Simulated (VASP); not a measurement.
# AlRu in VASP: settings compared, part 2 of 2

VASP 6.6.1. The steps go on from the part before.

### 3 Relaxation of the atoms, RPBE

Contents of INCAR:

```
  PREC = Accurate
  ENCUT = 520
  EDIFF = 1E-6
  ISMEAR = -1
  SIGMA = 0.05
  LREAL = F
  LASPH = T
  NELM = 100
  ALGO = Fast
  ISIF = 2
  LWAVE = F
  LCHARG = F
  LDIPOL = T
  IDIPOL = 3
  DIPOL = 0.5 0.5 0.500
  GGA = RP
  IBRION = 2
  NSW = 60
  EDIFFG = -0.02
```

Contents of KPOINTS:

```
regular mesh
0
Gamma
  9 9 1
```

Contents of POSCAR:

```
AlRu
1.0
    2.9916000000      0.0000000000      0.0000000000
    0.0000000000      2.9916000000      0.0000000000
    0.0000000000      0.0000000000     25.4706000000
Ru Al
4 4
Selective dynamics
Direct
    0.5000000000      0.5000000000      0.2944571388  F F F
    0.5000000000      0.5000000000      0.4119102024  F F F
    0.5000000000      0.5000000000      0.5293632659  T T T
    0.5000000000      0.5000000000      0.6468163294  T T T
    0.0000000000      0.0000000000      0.3531836706  F F F
    0.0000000000      0.0000000000      0.4706367341  F F F
    0.0000000000      0.0000000000      0.5880897976  T T T
    0.0000000000      0.0000000000      0.7055428612  T T T
```

Potentials or basis: VASP PAW PBE potentials, release 64 (Ru_pv, Al).

On the command line:

```
cat potpaw_PBE.64/Ru_pv/POTCAR potpaw_PBE.64/Al/POTCAR > POTCAR
mpirun -np 1 vasp_std > vasp.out
```

OUTCAR:

```text
PREC = Accurate
   ENCUT = 520
   EDIFF = 1E-6
   ISMEAR = -1
   LREAL = F
   LASPH = T
   NELM = 100
   ISIF = 2
   GGA = RP
   IBRION = 2
   NSW = 60
   EDIFFG = -0.02

 ion  position               nearest neighbor table
   1  0.500  0.500  0.294-   5 2.59   5 2.59   5 2.59   5 2.59   2 2.99
   2  0.500  0.500  0.412-   6 2.59   6 2.59   6 2.59   6 2.59   5 2.59   5 2.59   5 2.59   5 2.59
                             3 2.99   1 2.99
   3  0.500  0.500  0.529-   7 2.59   7 2.59   7 2.59   7 2.59   6 2.59   6 2.59   6 2.59   6 2.59
                             4 2.99   2 2.99
   4  0.500  0.500  0.647-   7 2.59   7 2.59   7 2.59   7 2.59   8 2.59   8 2.59   8 2.59   8 2.59
                             3 2.99
   5  0.000  0.000  0.353-   2 2.59   2 2.59   2 2.59   2 2.59   1 2.59   1 2.59   1 2.59   1 2.59
                             6 2.99
   6  0.000  0.000  0.471-   2 2.59   2 2.59   2 2.59   2 2.59   3 2.59   3 2.59   3 2.59   3 2.59
                             5 2.99   7 2.99
   7  0.000  0.000  0.588-   3 2.59   3 2.59   3 2.59   3 2.59   4 2.59   4 2.59   4 2.59   4 2.59
                             6 2.99   8 2.99
   8  0.000  0.000  0.706-   4 2.59   4 2.59   4 2.59   4 2.59   7 2.99

  LATTYP: Found a simple tetragonal cell.
 ALAT       =     2.9916000000
 C/A-ratio  =     8.5140393101

  Lattice vectors:

 A1 = (   2.9916000000,   0.0000000000,   0.0000000000)
 A2 = (   0.0000000000,   2.9916000000,   0.0000000000)
 A3 = (   0.0000000000,   0.0000000000,  25.4706000000)

Analysis of symmetry for initial positions (statically):
=====================================================================
 Subroutine PRICEL returns:
 Original cell was already a primitive cell.

 Routine SETGRP: Setting up the symmetry group for a
 simple tetragonal supercell.

 Subroutine GETGRP returns: Found  8 space group operations
 (whereof  8 operations were pure point group operations)
 out of a pool of 16 trial point group operations.

The static configuration has the point symmetry C_4v.

Analysis of symmetry for dynamics (positions and initial velocities):
=====================================================================
 Subroutine PRICEL returns:
 Original cell was already a primitive cell.

 Routine SETGRP: Setting up the symmetry group for a
 simple tetragonal supercell.

 Subroutine GETGRP returns: Found  8 space group operations
 (whereof  8 operations were pure point group operations)
 out of a pool of 16 trial point group operations.

The dynamic configuration has the point symmetry C_4v.

Analysis of constrained symmetry for selective dynamics:
=====================================================================
 Subroutine PRICEL returns:
 Original cell was already a primitive cell.

 Routine SETGRP: Setting up the symmetry group for a
 simple tetragonal supercell.

 Subroutine GETGRP returns: Found  8 space group operations
 (whereof  8 operations were pure point group operations)
 out of a pool of 16 trial point group operations.

The constrained configuration has the point symmetry C_4v.

 Subroutine INISYM returns: Found  8 space group operations
 (whereof  8 operations are pure point group operations),
 and found     1 'primitive' translations

[... 95 lines left out ...]
   NELM   =    100;   NELMIN=  2; NELMDL= -5     # of ELM steps
   EDIFF  = 0.1E-05   stopping-criterion for ELM
   LREAL  =      F    real-space projection
   EDIFFG = -.2E-01   stopping-criterion for IOM
   NSW    =     60    number of steps for IOM
   IBRION =      2    ionic relax: 0-MD 1-quasi-New 2-CG
   NFREE  =      1    steps in history (QN), initial steepest desc. (CG)
   ISIF   =      2    stress and relaxation
   ISYM   =      2    0-nonsym 1-usesym 2-fastsym
   POTIM  = 0.5000    time-step for ionic-motion
   TEBEG  =    0.0;   TEEND  =   0.0 temperature during run
   PSTRESS=    0.0 pullay stress
   NELECT =      68.0000    total number of electrons
   NUPDOWN=      -1.0000    fix difference up-down
   EMIN   =  10.00;   EMAX   =-10.00  energy-range for DOS
   EFERMI =   0.00;   METHOD = LEGACY
   ISMEAR =    -1;   SIGMA  =   0.05  broadening in eV -4-tet -1-fermi 0-gaus
   EFERMI_NEDOS =   21; number of points for ismear=-14 and -15
   IALGO  =     68    algorithm
   IMIX   =      4    mixing-type and parameters
     AMIX     =   0.40;   BMIX     =  1.00
     AMIX_MAG =   1.60;   BMIX_MAG =  1.00
  volume/ion in A,a.u.               =      28.49       192.29
  Fermi-wavevector in a.u.,A,eV,Ry     =   1.093862  2.067099 16.279824  1.196533
  Thomas-Fermi vector in A             =   2.230155
   LORBIT       =      0    0 simple, 1 ext, 2 COOP (PROOUT), +10 PAW based schemes
   GGA     = RP    functional components
   LHFCALC =     F    Hartree Fock is set to
   AEXX    =    0.0000 exact exchange contribution
   IVDW    =     0    specifies the selected vdW correction
   LEPSILON=     F    determine dielectric tensor
   LRPA    =     F    only Hartree local field effects (RPA)
 conjugate gradient relaxation of ions
 non-spin polarized calculation
 RMM-DIIS sequential band-by-band and
  energy-cutoff  :      520.00
  volume of cell :      227.95
 maximum number of plane-waves:      6172
 NGX is ok and might be reduce to    24
   NGX = 11   NGY = 11   NGZ = 95

--------------------------------------- Ionic step        1  -------------------------------------------

 number of electron      67.9999989 magnetization

 Free energy of the ion-electron system (eV)
  ---------------------------------------------------
  ext. energy  EPLUGINS =         0.00000000
  ---------------------------------------------------
  free energy    TOTEN  =       -50.56075417 eV

  energy without entropy =      -50.50624834  energy(sigma->0) =      -50.53350126

------------------------ aborting loop because EDIFF is reached ----------------------------------------

  FORCE on cell =-STRESS in cart. coord.  units (eV):
  Direction    XX          YY          ZZ          XY          YZ          ZX
  --------------------------------------------------------------------------------------
  -------------------------------------------------------------------------------------
  Total        0.2499725      0.2499725     -0.9811553      0.0000000      0.0000000      0.0000000
  in kB        1.7569384      1.7569384     -6.8960770      0.0000000      0.0000000      0.0000000
  external PRESSURE =      -1.1274001 kB  Pullay stress =       0.0000000 kB
[... 23 lines left out ...]
  FREE ENERGIE OF THE ION-ELECTRON SYSTEM (eV)
  ---------------------------------------------------
  free  energy   TOTEN  =       -50.5607541695 eV

  energy  without entropy=      -50.5062483439  energy(sigma->0) =      -50.53350126

 dipolmoment           0.000000      0.000000      0.000147 electrons x Angstroem

--------------------------------------- Ionic step        2  -------------------------------------------

 number of electron      67.9999989 magnetization

------------------------ aborting loop because EDIFF is reached ----------------------------------------
[... 247 lines left out ...]
--------------------------------------- Ionic step        8  -------------------------------------------

 number of electron      67.9999989 magnetization

 dipolmoment           0.000000      0.000000     -0.053056 electrons x Angstroem

 Free energy of the ion-electron system (eV)
  ---------------------------------------------------
  ext. energy  EPLUGINS =         0.00000000
  ---------------------------------------------------
  free energy    TOTEN  =       -50.72890071 eV

  energy without entropy =      -50.67629280  energy(sigma->0) =      -50.70259675

 E-fermi :   3.2638     XC(G=0):  -6.7170

 val. band max:        3.2449877127   @ k =   0.1111   0.0000   0.0000
 cond. band min:       3.2640008541   @ k =   0.2222   0.0000   0.0000
 fundamental gap:      0.0190131414
 Fermi energy:         3.2637675668

 k-point     1 :       0.0000    0.0000    0.0000
  band No.  band energies     occupation
      1     -38.7701      2.00000
      2     -38.6657      2.00000
      3     -38.5995      2.00000
      4     -38.5832      2.00000
      5     -38.5832      2.00000
      6     -38.5455      2.00000
[... 634 lines left out ...]
     39       6.4742      0.00000
     40       6.4887      0.00000

------------------------ aborting loop because EDIFF is reached ----------------------------------------

 vacuum level on the upper side and lower side of the slab       (xc-potential included)        -0.533         0.505

  FORCE on cell =-STRESS in cart. coord.  units (eV):
  Direction    XX          YY          ZZ          XY          YZ          ZX
  --------------------------------------------------------------------------------------
  -------------------------------------------------------------------------------------
  Total        1.4801123      1.4801123     -0.3993663      0.0000000     -0.0000000      0.0000000
  in kB       10.4030101     10.4030101     -2.8069573      0.0000000     -0.0000000      0.0000000
  external PRESSURE =       5.9996876 kB  Pullay stress =       0.0000000 kB
[... 23 lines left out ...]
  FREE ENERGIE OF THE ION-ELECTRON SYSTEM (eV)
  ---------------------------------------------------
  free  energy   TOTEN  =       -50.7289007054 eV

  energy  without entropy=      -50.6762927951  energy(sigma->0) =      -50.70259675

 reached required accuracy - stopping structural energy minimisation

 vacuum level on the upper side and lower side of the slab         6.347         7.412
```

Wall time 15 min (1 thread of Oxide Virtual Turin-like, shared host); peak memory 0.36 GiB.

Results:

| Quantity | Value |
| --- | --- |
| Free energy | -50.7289 eV |
| Energy gained by relaxing | 21.0 meV/atom |
| Ionic steps | 8 |
| Band gap on the k mesh | zero (bands 34 and 35 overlap by 1.83 eV) |

The path:
```
step  energy change (eV)  largest force on free atoms (eV/Å)  pressure (GPa)
   1              0.0000                              1.6289           -0.11
   2             -0.1394                              0.6007            0.18
   3             -0.1599                              0.2469            0.44
   4             -0.1599                              0.2516            0.45
   5             -0.1659                              0.1344            0.54
   6             -0.1679                              0.0696            0.62
   7             -0.1679                              0.0695            0.63
   8             -0.1681                              0.0026            0.60
```

Final structure:
```
Ru Al
1.0
     2.99160    0.00000    0.00000
     0.00000    2.99160    0.00000
     0.00000    0.00000   25.47060
Ru Al
4 4
Direct
  0.50000 0.50000 0.29446
  0.50000 0.50000 0.41191
  0.50000 0.50000 0.52962
  0.50000 0.50000 0.65132
  0.00000 0.00000 0.35318
  0.00000 0.00000 0.47064
  0.00000 0.00000 0.58867
  0.00000 0.00000 0.70122
```

Levels at points of the mesh, in eV from the Fermi level:
```tsv
k point	band 30	band 31	band 32	band 33	band 34	band 35	band 36	band 37	band 38	band 39
(0.00, 0.00, 0.00)	-0.44	-0.05	0.04	0.08	0.08	0.23	0.42	0.62	0.72	2.28
```

Caveat: the PAW data sets were made with another functional, which shifts forces and pressure a little.

The gap in the log of VASP goes by the Fermi energy; the results here count the filled bands.